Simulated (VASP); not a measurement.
Here is a VASP 6.6.1 calculation.

File INCAR:

```
SYSTEM = CuO
PREC = Accurate
ENCUT = 520
EDIFF = 1E-6
ISMEAR = -1
SIGMA = 0.05
LREAL = .False.
LASPH = .True.
NELM = 150
ALGO = Normal
ISIF = 2
LWAVE = .False.
LCHARG = .False.
LMAXMIX = 4
LDAU = .True.
LDAUTYPE = 2
LDAUL = 2 -1
LDAUU = 3 0
LDAUJ = 0 0
LDAUPRINT = 1
GGA = PE
NBANDS = 25
```

File KPOINTS:

```
Automatic mesh
0
Gamma
  8 8 6
  0 0 0
```

The input POSCAR:

```
CuO
1.0
    3.1754955000      0.0000000000      0.0000000000
    0.0000000000      3.1754955000      0.0000000000
    0.0000000000      0.0000000000      4.6495318700
Cu O
2 2
Direct
    0.0000000000      0.0000000000      0.0000000000
    0.5000000000      0.5000000000      0.0000000000
    0.5000000000      0.0000000000      0.2670000000
    0.0000000000      0.5000000000      0.7330000000
```

Potentials or basis: VASP PAW PBE potentials, release 64 (Cu, O).

Launch:

```console
$ cat potpaw_PBE.64/Cu/POTCAR potpaw_PBE.64/O/POTCAR > POTCAR
$ mpirun -np 1 vasp_std > vasp.out
```

Problem. Predict the largest force.

Solution. 1.013 eV/Å.

Problem. Estimate the pressure.

Solution. 14.0 GPa.

Stress tensor (GPa, compression positive):
```
25.82  0.00  0.00
 0.00 25.82  0.00
 0.00  0.00 -9.56
```

Caveat: U without spin polarisation on a metal has little footing; forces of over 1 eV/Å act on the atoms, so gaps and moduli don't describe the material at rest.
